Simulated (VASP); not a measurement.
# GaN (Fm-3m) in VASP: a series of runs

The runs below take GaN through single point, relaxation of cell and atoms, with LDA.

Everything below comes from runs of VASP 6.6.1. Logs are shortened: lines on timing, memory, paths and dates and some standing lists are left out, and cuts for length are marked.

### 1 The cell of the first run

Symmetry: Fm-3m, No. 225, cubic system. Conventional cell: a = 4.183 Å, b = 4.183 Å, c = 4.183 Å, α = 90.00°, β = 90.00°, γ = 90.00°. Within 2.8 Å of Ga (site symmetry m-3m) lie 6 N at 2.09 Å. Within 2.8 Å of N (site symmetry m-3m) lie 6 Ga at 2.09 Å.

### 2 Single point, LDA

Input file INCAR:

```
SYSTEM = GaN
PREC = Accurate
ENCUT = 520
EDIFF = 1E-6
ISMEAR = 0
SIGMA = 0.1
LREAL = .FALSE.
LASPH = .TRUE.
NELM = 100
ALGO = Normal
ISIF = 2
LWAVE = .FALSE.
LCHARG = .FALSE.
NBANDS = 16
```

Input file KPOINTS:

```
Automatic mesh
0
G
  8 8 8
  0 0 0
```

Input file POSCAR:

```
GaN
1.0
    0.0000000000      2.0912994739      2.0912994739
    2.0912994739      0.0000000000      2.0912994739
    2.0912994739      2.0912994739      0.0000000000
Ga N
1 1
Direct
    0.0000000000      0.0000000000      0.0000000000
    0.5000000000      0.5000000000      0.5000000000
```

Potentials or basis: VASP PAW LDA potentials, release 64 (Ga_d, N).

Command:

```
cat potpaw_LDA.64/Ga_d/POTCAR potpaw_LDA.64/N/POTCAR > POTCAR
mpirun -np 1 vasp_std > vasp.out
```

OUTCAR:

```text
SYSTEM = GaN
   PREC = Accurate
   ENCUT = 520
   EDIFF = 1E-6
   ISMEAR = 0
   LREAL = .FALSE.
   LASPH = .TRUE.
   NELM = 100
   ISIF = 2

 ion  position               nearest neighbor table
   1  0.000  0.000  0.000-   2 2.09   2 2.09   2 2.09   2 2.09   2 2.09   2 2.09
   2  0.500  0.500  0.500-   1 2.09   1 2.09   1 2.09   1 2.09   1 2.09   1 2.09

  LATTYP: Found a face centered cubic cell.
 ALAT       =     4.1825989478

  Lattice vectors:

 A1 = (   0.0000000000,   2.0912994739,   2.0912994739)
 A2 = (   2.0912994739,   0.0000000000,   2.0912994739)
 A3 = (   2.0912994739,   2.0912994739,   0.0000000000)

Analysis of symmetry for initial positions (statically):
=====================================================================
 Subroutine PRICEL returns:
 Original cell was already a primitive cell.

 Routine SETGRP: Setting up the symmetry group for a
 face centered cubic supercell.

 Subroutine GETGRP returns: Found 48 space group operations
[... 9 lines left out ...]

 Routine SETGRP: Setting up the symmetry group for a
 face centered cubic supercell.

 Subroutine GETGRP returns: Found 48 space group operations
[... 11 lines left out ...]
                                     Primitive cell

  volume of cell :      18.2927

  direct lattice vectors                    reciprocal lattice vectors
     0.000000000  2.091299474  2.091299474    -0.239085796  0.239085796  0.239085796
     2.091299474  0.000000000  2.091299474     0.239085796 -0.239085796  0.239085796
     2.091299474  2.091299474  0.000000000     0.239085796  0.239085796 -0.239085796

  length of vectors
     2.957544079  2.957544079  2.957544079     0.414108747  0.414108747  0.414108747

  position of ions in fractional coordinates (direct lattice)
     0.000000000  0.000000000  0.000000000
     0.500000000  0.500000000  0.500000000

  ion indices of the primitive-cell ions
   primitive index   ion index
                 1           1
                 2           2

----------------------------------------------------------------------------------------

 KPOINTS: Automatic mesh

Automatic generation of k-mesh.
 Grid dimensions read from file:
 generate k-points for:    8    8    8

 Generating k-lattice:

  Cartesian coordinates                     Fractional coordinates (reciprocal lattice)
    -0.029885725  0.029885725  0.029885725     0.125000000  0.000000000  0.000000000
     0.029885725 -0.029885725  0.029885725     0.000000000  0.125000000  0.000000000
     0.029885725  0.029885725 -0.029885725     0.000000000  0.000000000  0.125000000

  Length of vectors
     0.051763593  0.051763593  0.051763593

  Shift w.r.t. Gamma in fractional coordinates (k-lattice)
     0.000000000  0.000000000  0.000000000

 Subroutine IBZKPT returns following result:
 ===========================================

 Found     29 irreducible k-points:

 Following reciprocal coordinates:
            Coordinates               Weight
  0.000000  0.000000  0.000000      1.000000
  0.125000  0.000000  0.000000      8.000000
  0.250000  0.000000  0.000000      8.000000
  0.375000  0.000000  0.000000      8.000000
  0.500000  0.000000  0.000000      4.000000
  0.125000  0.125000  0.000000      6.000000
[... 16 lines left out ...]
  0.500000  0.250000  0.125000     48.000000
 -0.375000  0.250000  0.125000     24.000000
 [... further k-points ...]
   k-points           NKPTS =     29   k-points in BZ     NKDIM =     29   number of bands    NBANDS=     16
   number of dos      NEDOS =    301   number of ions     NIONS =      2
   total plane-waves  NPLWV =  13824
   dimension x,y,z NGX =    24 NGY =   24 NGZ =   24
   dimension x,y,z NGXF=    48 NGYF=   48 NGZF=   48
   ions per type =               1   1
   NGX,Y,Z   is equivalent  to a cutoff of  13.49, 13.49, 13.49 a.u.
   NGXF,Y,Z  is equivalent  to a cutoff of  26.98, 26.98, 26.98 a.u.
 SYSTEM =  GaN
   PREC   = accura    normal or accurate (medium, high low for compatibility)
   ISTART =      0    job   : 0-new  1-cont  2-samecut
   ICHARG =      2    charge: 1-file 2-atom 10-const
   ISPIN  =      1    spin polarized calculation?
   LNONCOLLINEAR =      F non collinear calculations
   LSORBIT =      F    spin-orbit coupling
   LASPH  =      T    aspherical Exc in radial PAW
   ENCUT  =  520.0 eV  38.22 Ry    6.18 a.u.   5.50  5.50  5.50*2*pi/ulx,y,z
   NELM   =    100;   NELMIN=  2; NELMDL= -5     # of ELM steps
   EDIFF  = 0.1E-05   stopping-criterion for ELM
   LREAL  =      F    real-space projection
   EDIFFG = 0.1E-04   stopping-criterion for IOM
   NSW    =      0    number of steps for IOM
   IBRION =     -1    ionic relax: 0-MD 1-quasi-New 2-CG
   NFREE  =      0    steps in history (QN), initial steepest desc. (CG)
   ISIF   =      2    stress and relaxation
   ISYM   =      2    0-nonsym 1-usesym 2-fastsym
   POTIM  = 0.5000    time-step for ionic-motion
   TEBEG  =    0.0;   TEEND  =   0.0 temperature during run
   PSTRESS=    0.0 pullay stress
   NELECT =      18.0000    total number of electrons
   NUPDOWN=      -1.0000    fix difference up-down
   EMIN   =  10.00;   EMAX   =-10.00  energy-range for DOS
   EFERMI =   0.00;   METHOD = LEGACY
   ISMEAR =     0;   SIGMA  =   0.10  broadening in eV -4-tet -1-fermi 0-gaus
   EFERMI_NEDOS =   21; number of points for ismear=-14 and -15
   IALGO  =     38    algorithm
   IMIX   =      4    mixing-type and parameters
     AMIX     =   0.40;   BMIX     =  1.00
     AMIX_MAG =   1.60;   BMIX_MAG =  1.00
  volume/ion in A,a.u.               =       9.15        61.72
  Fermi-wavevector in a.u.,A,eV,Ry     =   1.628319  3.077076 36.074788  2.651422
  Thomas-Fermi vector in A             =   2.720969
   LORBIT       =      0    0 simple, 1 ext, 2 COOP (PROOUT), +10 PAW based schemes
   GGA     = CA    functional components
   LHFCALC =     F    Hartree Fock is set to
   AEXX    =    0.0000 exact exchange contribution
   IVDW    =     0    specifies the selected vdW correction
   LEPSILON=     F    determine dielectric tensor
   LRPA    =     F    only Hartree local field effects (RPA)
 non-spin polarized calculation
 Gauss-broadening in eV      SIGMA  =   0.10
  energy-cutoff  :      520.00
  volume of cell :       18.29
 maximum number of plane-waves:       531
 NGX is ok and might be reduce to    24
   NGX = 11   NGY = 11   NGZ = 11

 number of electron      17.9999999 magnetization

 Free energy of the ion-electron system (eV)
  ---------------------------------------------------
  ext. energy  EPLUGINS =         0.00000000
  ---------------------------------------------------
  free energy    TOTEN  =       -13.08109174 eV

  energy without entropy =      -13.08109165  energy(sigma->0) =      -13.08109169

 E-fermi :   8.3986     XC(G=0): -13.6601

 val. band max:        8.0677870498   @ k =  -0.2500   0.1250   0.0000
 cond. band min:       8.6979414316   @ k =   0.5000   0.5000   0.0000
 fundamental gap:      0.6301543818
 Fermi energy:         8.3986323940

 k-point     1 :       0.0000    0.0000    0.0000
  band No.  band energies     occupation
      1      -9.4385      2.00000
      2      -6.0090      2.00000
      3      -6.0090      2.00000
      4      -6.0090      2.00000
      5      -5.9030      2.00000
      6      -5.9030      2.00000
[... 8 lines left out ...]
     15      24.0598      0.00000
     16      24.1770      0.00000

 k-point     2 :       0.1250    0.0000    0.0000
  band No.  band energies     occupation
      1      -9.1208      2.00000
      2      -6.0227      2.00000
      3      -5.9974      2.00000
      4      -5.9974      2.00000
      5      -5.9200      2.00000
      6      -5.9200      2.00000
[... 8 lines left out ...]
     15      24.3781      0.00000
     16      24.3781      0.00000

 k-point     3 :       0.2500    0.0000    0.0000
  band No.  band energies     occupation
      1      -8.2192      2.00000
      2      -6.0594      2.00000
      3      -6.0594      2.00000
      4      -6.0546      2.00000
      5      -5.8695      2.00000
      6      -5.8695      2.00000
[... 8 lines left out ...]
     15      26.1198      0.00000
     16      26.1198      0.00000

 k-point     4 :       0.3750    0.0000    0.0000
  band No.  band energies     occupation
      1      -6.9736      2.00000
      2      -6.1468      2.00000
      3      -6.1468      2.00000
      4      -6.0813      2.00000
      5      -5.7912      2.00000
      6      -5.7912      2.00000
[... 8 lines left out ...]
     15      28.8897      0.00000
     16      28.8897      0.00000

 k-point     5 :       0.5000    0.0000    0.0000
  band No.  band energies     occupation
      1      -6.2577      2.00000
      2      -6.1835      2.00000
      3      -6.1835      2.00000
      4      -6.0555      2.00000
      5      -5.7575      2.00000
      6      -5.7575      2.00000
[... 8 lines left out ...]
     15      31.5164      0.00000
     16      31.5164      0.00000

 k-point     6 :       0.1250    0.1250    0.0000
  band No.  band energies     occupation
      1      -9.0273      2.00000
      2      -6.0387      2.00000
      3      -5.9761      2.00000
      4      -5.9730      2.00000
      5      -5.9730      2.00000
      6      -5.8852      2.00000
[... 8 lines left out ...]
     15      26.9965      0.00000
     16      26.9965      0.00000
[... 267 lines left out ...]
 k-point    21 :       0.5000    0.5000    0.0000
  band No.  band energies     occupation
      1      -7.7881      2.00000
      2      -6.2133      2.00000
      3      -5.7814      2.00000
      4      -5.6981      2.00000
      5      -5.6981      2.00000
      6      -2.7103      2.00000
[... 8 lines left out ...]
     15      36.3446      0.00000
     16      36.6155      0.00000

 k-point    22 :       0.3750    0.2500    0.1250
  band No.  band energies     occupation
      1      -7.7641      2.00000
      2      -6.0857      2.00000
      3      -6.0324      2.00000
      4      -5.9555      2.00000
      5      -5.8711      2.00000
      6      -5.6060      2.00000
[... 8 lines left out ...]
     15      29.5539      0.00000
     16      29.9773      0.00000

 k-point    23 :       0.5000    0.2500    0.1250
  band No.  band energies     occupation
      1      -7.2532      2.00000
      2      -6.1128      2.00000
      3      -6.0434      2.00000
      4      -5.9647      2.00000
      5      -5.7883      2.00000
      6      -4.9192      2.00000
[... 8 lines left out ...]
     15      29.5748      0.00000
     16      31.1015      0.00000

 k-point    24 :      -0.3750    0.2500    0.1250
  band No.  band energies     occupation
      1      -7.1042      2.00000
      2      -6.1434      2.00000
      3      -6.0460      2.00000
      4      -5.9569      2.00000
      5      -5.7539      2.00000
      6      -4.3047      2.00000
[... 8 lines left out ...]
     15      27.3023      0.00000
     16      31.9926      0.00000

 [... further k-points ...]
[... 5 lines left out ...]
  --------------------------------------------------------------------------------------
  -------------------------------------------------------------------------------------
  Total        0.1218319      0.1218319      0.1218319     -0.0000000     -0.0000000      0.0000000
  in kB       10.6707014     10.6707014     10.6707014     -0.0000000     -0.0000000      0.0000000
  external PRESSURE =      10.6707014 kB  Pullay stress =       0.0000000 kB

 VOLUME and BASIS-vectors are now :
 -----------------------------------------------------------------------------
  energy-cutoff  :      520.00
  volume of cell :       18.29
      direct lattice vectors                 reciprocal lattice vectors
     0.000000000  2.091299474  2.091299474    -0.239085796  0.239085796  0.239085796
     2.091299474  0.000000000  2.091299474     0.239085796 -0.239085796  0.239085796
     2.091299474  2.091299474  0.000000000     0.239085796  0.239085796 -0.239085796

 POSITION                                       TOTAL-FORCE (eV/Angst)
 -----------------------------------------------------------------------------------
      0.00000      0.00000      0.00000         0.000000     -0.000000     -0.000000
      2.09130      2.09130      2.09130        -0.000000      0.000000      0.000000
 -----------------------------------------------------------------------------------
    total drift:                                0.000000     -0.000000     -0.000000

  FREE ENERGIE OF THE ION-ELECTRON SYSTEM (eV)
  ---------------------------------------------------
  free  energy   TOTEN  =       -13.0810917364 eV

  energy  without entropy=      -13.0810916472  energy(sigma->0) =      -13.08109169
```

It took 21 s on 1 thread of AMD EPYC 7R13, shared host; peak memory 0.1 GiB.

Results:

```yaml
Free_energy: -13.0811 eV
Pressure: 1.1 GPa
Band_gap_on_the_k_mesh: 0.63 eV, indirect (least direct gap 3.24 eV)
```

(Continued in part 2 of 2.)
